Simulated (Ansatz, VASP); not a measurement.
# Os: VASP beside Ansatz

```xyz
2
Lattice="2.7140 0.0000 0.0000 -1.3570 2.3504 0.0000 0.0000 0.0000 4.2937" Properties=species:S:1:pos:R:3 pbc="T T T"
Os    0.0000    1.5670    3.2203
Os    1.3570    0.7835    1.0734
```

Alike in both runs: functional LDA; k mesh 18 × 18 × 10; occupations gaussian, width 0.05 eV; no spin polarisation.

Ansatz relaxed the structure, and its values are those at the end. VASP's run is a single point on that final structure, the one shown.

|  | VASP | Ansatz |
| --- | --- | --- |
| version | VASP 6.6.1 | Ansatz 0.2.0 |
| potentials or method | VASP PAW LDA potentials, release 64 (Os), cutoff 520 eV | scalar-relativistic, plane waves, PAW |
| valence electrons in the cell | 16 | 32 |

Ansatz gave:

| Property | Result |
| --- | --- |
| pressure (GPa) | 0.1 |

Task: What did VASP give for the same quantities?

Result: Pressure (GPa): 1.1.

LDA's correlation is that of Perdew and Zunger in VASP and of Perdew and Wang (1992) in Ansatz. VASP's potentials hold 16 valence electrons a cell and Ansatz's 32, so a difference there can come from the potentials and not from the codes.

Neither program's run includes spin-orbit coupling.
